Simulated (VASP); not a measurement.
Crystal: As3O2.

```
As O
1.0
     3.53281    0.00000    0.00000
    -1.76640    3.05950    0.00000
     0.00000    0.00000   15.58092
As O
6 4
Cartesian
  0.0000 2.0397 15.1478
  1.7664 1.0198 7.3573
  0.0000 2.0397 8.2236
  1.7664 1.0198 0.4331
  0.0000 2.0397 11.6857
  1.7664 1.0198 3.8952
  0.0000 2.0397 2.1790
  1.7664 1.0198 9.9695
  0.0000 2.0397 5.6115
  1.7664 1.0198 13.4019
```

The cell was generated, and may not be a known phase.

* Program: VASP 6.6.1
* Task: relaxation of cell and atoms
* Functional: PBE
* Potentials or basis: VASP PAW PBE potentials, release 64 (As, O)
* Cutoff: 600 eV
* k mesh: 6 × 6 × 1
* Occupations: gaussian, width 0.1 eV
* Spin: no spin polarisation

At the start: pressure 4.5 GPa; volume 16.84 Å³/atom.

Where does the relaxation end?

Over 23 steps the energy falls by 782.1 meV/atom and the volume is 15.94 Å³/atom (-5.4 %); space group P6_3/mmc (No. 194, to 0.1 Å) before and after.

Step by step:
```tsv
step	energy change (eV)	largest force (eV/Å)	pressure (GPa)	volume (Å³)
1	0.0000	4.7658	4.54	168.41
2	-2.8353	1.4518	-8.95	179.85
3	-2.8546	1.4948	-9.57	180.82
4	-4.2617	1.5383	-1.57	157.62
5	-4.2854	1.4489	0.29	154.46
6	-4.9654	1.2584	2.19	150.74
7	-5.5366	1.1701	16.98	139.25
8	-5.6898	0.2036	9.67	143.67
9	-6.1422	0.1002	7.04	146.84
10	-7.0394	0.9998	1.82	156.06
11	-6.3571	2.9590	2.19	173.19
12	-7.0315	1.6672	1.96	162.36
13	-7.4711	1.1002	-2.32	166.06
14	-7.5887	0.8343	-5.83	170.45
15	-7.6136	0.6294	-4.88	169.12
16	-7.7944	0.1728	-2.13	163.44
17	-7.7999	0.2535	-1.52	162.34
18	-7.8174	0.1519	-0.08	160.46
19	-7.8174	0.1472	-0.11	160.50
20	-7.8192	0.0405	-0.08	160.17
21	-7.8194	0.0484	-0.07	160.03
22	-7.8199	0.0439	-0.02	159.87
23	-7.8209	0.0310	0.11	159.38
```

Final structure:
```yaml
crystal:
  lattice:
    - [3.20153, 0.00000, 0.00000]
    - [-1.60077, 2.77261, 0.00000]
    - [0.00000, 0.00000, 17.95485]
  atoms:
    - { symbol: As, position: [0.33333, 0.66667, 0.95279] }
    - { symbol: As, position: [0.66667, 0.33333, 0.45279] }
    - { symbol: As, position: [0.33333, 0.66667, 0.54721] }
    - { symbol: As, position: [0.66667, 0.33333, 0.04721] }
    - { symbol: As, position: [0.33333, 0.66667, 0.75000] }
    - { symbol: As, position: [0.66667, 0.33333, 0.25000] }
    - { symbol: O, position: [0.33333, 0.66667, 0.18337] }
    - { symbol: O, position: [0.66667, 0.33333, 0.68337] }
    - { symbol: O, position: [0.33333, 0.66667, 0.31663] }
    - { symbol: O, position: [0.66667, 0.33333, 0.81663] }
```

Caveat: the k points lie up to 0.38 Å⁻¹ apart in the final cell, too coarse for converged energies and pressures of a metal; a cell axis changed by over 15 % at a fixed basis, so the end point is rough.
